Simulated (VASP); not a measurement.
Set up this calculation in VASP 6.6.1, as the native input.

```
Task                   : single point
Functional             : PBE
Potentials or basis    : VASP PAW PBE potentials, release 64 (B, F)
Cutoff                 : 520 eV
k mesh                 : 8 × 6 × 4
Occupations            : gaussian, width 0.2 eV
Spin                   : no spin polarisation
Dipole correction      : no
Further INCAR settings : ALGO = Normal; EDIFF = 1e-06; NBANDS = 30
```

The structure of BF lies in POSCAR:

```
BF
1.0
    3.1014471346      0.0701391473      0.0033608339
    1.4073367142      4.6975703031     -0.0039481252
    1.2182029567     -0.1141409398      6.7746866863
B F
4 4
Direct
    0.7370344533      0.9741235972      0.0643902889
    0.0410152383      0.3558511773      0.0791048870
    0.9589847617      0.6441488227      0.9208951130
    0.2629655467      0.0258764028      0.9356097111
    0.6760223837      0.9400109899      0.2607726769
    0.9534693500      0.3853661303      0.2719672069
    0.0465306500      0.6146338697      0.7280327931
    0.3239776163      0.0599890101      0.7392273231
```

The input as run:

INCAR

```
SYSTEM = BF
PREC = Accurate ; ENCUT = 520
EDIFF = 1E-6 ; ISMEAR = 0
SIGMA = 0.2 ; LREAL = .FALSE.
LASPH = .TRUE. ; NELM = 100
ALGO = Normal ; ISIF = 2
LWAVE = .FALSE. ; LCHARG = .TRUE.
GGA = PE ; LELF = .TRUE.
LVHAR = .TRUE. ; NBANDS = 30
```

KPOINTS

```
regular mesh
0
G
  8 6 4
  0 0 0
```

Potentials or basis: VASP PAW PBE potentials, release 64 (B, F).

Run with:

```console
$ cat potpaw_PBE.64/B/POTCAR potpaw_PBE.64/F/POTCAR > POTCAR
$ mpirun -np 1 vasp_std > vasp.out
```

It gave:

```yaml
Pressure: 0.5 GPa
Largest_force: 0.298 eV/Å
Band_gap_on_the_k_mesh: zero (bands 20 and 21 overlap by 0.35 eV)
```

Wall time 6.4 min on 1 thread of AMD EPYC 9755 128-Core Processor, on a shared host, peak memory 0.3 GiB.
